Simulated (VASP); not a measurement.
A run of VASP 6.6.1 is set up as follows.

POSCAR

```
Ir
1.0
    0.0000000000      1.9228496764      1.9228496764
    1.9228496764      0.0000000000      1.9228496764
    1.9228496764      1.9228496764      0.0000000000
Ir
1
Direct
    0.0000000000      0.0000000000      0.0000000000
```

Contents of INCAR.step1:

```
SYSTEM = Ir
PREC     = Accurate       ! precision mode
ENCUT    = 520            ! plane-wave cutoff, eV
ISMEAR   = -1             ! smearing method
SIGMA    = 0.1            ! smearing width, eV
LREAL    = .False.        ! projectors in reciprocal space
LASPH    = .True.         ! aspherical terms in the spheres
NELM     = 100            ! most SCF steps
NBANDS   = 10             ! bands
GGA      = PE             ! functional
ALGO     = Normal         ! electronic algorithm
EDIFF    = 1E-4           ! SCF threshold, eV
LWAVE    = .True.         ! write WAVECAR
LCHARG   = .False.        ! write CHGCAR
```

INCAR.step2

```
SYSTEM = Ir
PREC     = Accurate       ! precision mode
ENCUT    = 520            ! plane-wave cutoff, eV
EDIFF    = 1E-7           ! SCF threshold, eV
ISMEAR   = -1             ! smearing method
SIGMA    = 0.1            ! smearing width, eV
LREAL    = .False.        ! projectors in reciprocal space
LASPH    = .True.         ! aspherical terms in the spheres
NELM     = 100            ! most SCF steps
ALGO     = Normal         ! electronic algorithm
ISIF     = 2              ! what is computed and relaxed
LWAVE    = .False.        ! write WAVECAR
LCHARG   = .True.         ! write CHGCAR
METAGGA  = R2SCAN         ! meta-GGA
LMIXTAU  = .True.       
LELF     = .True.         ! ELF
LVHAR    = .True.       
NBANDS   = 10             ! bands
ISTART   = 1
```

File KPOINTS:

```
Automatic mesh
0
Gamma
  23 23 23
  0 0 0
```

Potentials or basis: VASP PAW PBE potentials, release 64 (Ir).

The run is started by

```console
$ cat potpaw_PBE.64/Ir/POTCAR > POTCAR
$ cp INCAR.step1 INCAR
$ mpirun -np 1 vasp_std > vasp.out
$ cp INCAR.step2 INCAR
$ mpirun -np 1 vasp_std > vasp.out
```

Question: Predict the pressure.

Answer: 2.2 GPa.

Caveat: the PAW data sets were made with another functional, which shifts forces and pressure a little.
